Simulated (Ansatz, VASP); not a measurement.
**Te2Mo in VASP and in Ansatz**

INCAR

```
SYSTEM = Te2Mo
PREC = Accurate ; ENCUT = 500
EDIFF = 1E-6 ; ISMEAR = 0
SIGMA = 0.05 ; LREAL = .FALSE.
LASPH = .TRUE. ; NELM = 120
ALGO = Normal ; ISIF = 2
LWAVE = .FALSE. ; LCHARG = .TRUE.
GGA = PE ; LELF = .TRUE.
LVHAR = .TRUE. ; NBANDS = 20
GGA_COMPAT = .FALSE.
```

Contents of KPOINTS:

```
Automatic mesh
0
G
  6 6 2
  0 0 0
```

Contents of POSCAR:

```
Te2Mo
1.0
    3.5371201374      0.0000000000      0.0000000000
   -1.7685600687      3.0632358953      0.0000000000
    0.0000000000      0.0000000000      7.8268333715
Te Mo
2 1
Direct
    0.3333333333      0.6666666667      0.7705163254
    0.3333333333      0.6666666667      0.2294836746
    0.0000000000      0.0000000000      0.0000000000
```

Input for Ansatz:

```yaml
crystal:
  lattice:
    - [3.5371201374, 0.0, 0.0]
    - [-1.7685600687, 3.0632358953, 0.0]
    - [0.0, 0.0, 7.8268333715]
  atoms:
    - { symbol: Te, position: [0.3333333333, 0.6666666667, 0.7705163254] }
    - { symbol: Te, position: [0.3333333333, 0.6666666667, 0.2294836746] }
    - { symbol: Mo, position: [0.0, 0.0, 0.0] }
kpoints:
  mp_grid: { grid: [6, 6, 2] }
hamiltonian:
  xc: pbe
scf:
  occupations: { method: gaussian, width: 0.05 }
  n_extra_bands: 4
output:
  forces: true
  stress: true
  eigenvalues: true
```

Alike in both runs: task single point; functional PBE; k mesh 6 × 6 × 2; occupations gaussian, width 0.05 eV; no spin polarisation.

|  | VASP | Ansatz |
| --- | --- | --- |
| version | VASP 6.6.1 | Ansatz 0.2.0 |
| potentials or method | VASP PAW PBE potentials, release 64 (Te, Mo_sv) | plane waves |
| plane-wave cutoff (eV) | 500 | 420 |
| valence electrons in the cell | 26 | 46 |

|  | VASP | Ansatz | Ansatz less VASP |
| --- | --- | --- | --- |
| gap on the k mesh at the Fermi level (eV) | 1.06 | 1.06 | +0.001 |
| pressure (GPa) | 1.8 | 1.8 | -0.02 |
| traceless stress, the component that is largest in VASP (GPa) | 0.94 | 0.88 | -0.061 |
| rms of the force components (eV/Å) | 0.097 | 0.091 | -0.0063 |

Atom by atom the forces differ by 0.006 eV/Å (rms over components). VASP's potentials hold 26 valence electrons a cell and Ansatz's 46, so a difference there can come from the potentials and not from the codes.

Neither program's run includes spin-orbit coupling.
